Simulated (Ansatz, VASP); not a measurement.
**One calculation of TiAl, two programs**

INCAR

```
PREC = Accurate
ENCUT = 520
EDIFF = 1E-6
ISMEAR = 0
SIGMA = 0.1
LREAL = F
LASPH = T
NELM = 100
ALGO = Fast
ISIF = 2
LWAVE = F
LCHARG = F
GGA = PE
NBANDS = 14
```

File KPOINTS:

```
regular mesh
0
Gamma
  12 12 12
```

File POSCAR:

```
TiAl
1.0
    3.0956135700      0.0024160886     -0.0047368054
    0.0024160886      3.1186299934      0.0004768596
   -0.0047368054      0.0004768596      3.0939604567
Ti Al
1 1
Direct
    0.0102420083      0.0128654220      0.0268160691
    0.4897579917      0.4871345780      0.4731839309
```

Input for Ansatz:

```yaml
crystal:
  lattice:
    - [3.09561357, 0.0024160886, -0.0047368054]
    - [0.0024160886, 3.1186299934, 0.0004768596]
    - [-0.0047368054, 0.0004768596, 3.0939604567]
  atoms:
    - { symbol: Ti, position: [0.0102420083, 0.012865422, 0.0268160691] }
    - { symbol: Al, position: [0.4897579917, 0.487134578, 0.4731839309] }
basis:
  ecutwfc: 420
kpoints:
  mp_grid: { grid: [12, 12, 12] }
hamiltonian:
  xc: pbe
scf:
  occupations: { method: gaussian, width: 0.1 }
output:
  forces: true
  stress: true
  eigenvalues: true
  populations: true
  write_density: true
  write_potential: true
  elf: true
  volumetric_format: npy
```

Change from the starting cell: all atoms moved at random, cell strained at random.

Alike in both runs: task single point; functional PBE; k mesh 12 × 12 × 12; occupations gaussian, width 0.1 eV; no spin polarisation.

|  | VASP | Ansatz |
| --- | --- | --- |
| version | VASP 6.6.1 | Ansatz 0.2.0 |
| potentials or method | VASP PAW PBE potentials, release 64 (Ti_sv, Al), cutoff 520 eV | scalar-relativistic, plane waves, PAW |
| valence electrons in the cell | 15 | 15 |

Ansatz gave:

```
gap on the k mesh at the Fermi level (eV)                     : none
pressure (GPa)                                                : 12.3
traceless stress, the component that is largest in VASP (GPa) : 1.35
rms of the force components (eV/Å)                            : 0.916
```

Task: What did VASP give for the same quantities?

Result: gap on the k mesh at the Fermi level (eV): none; pressure (GPa): 12.2; traceless stress, the component that is largest in VASP (GPa): 1.35; rms of the force components (eV/Å): 0.917.

Atom by atom the forces differ by 0.000 eV/Å (rms over components). A gap of «none» marks a metal or a gap that the smearing closes. With one functional, cell and mesh, what is left measures potentials, basis and numerics.
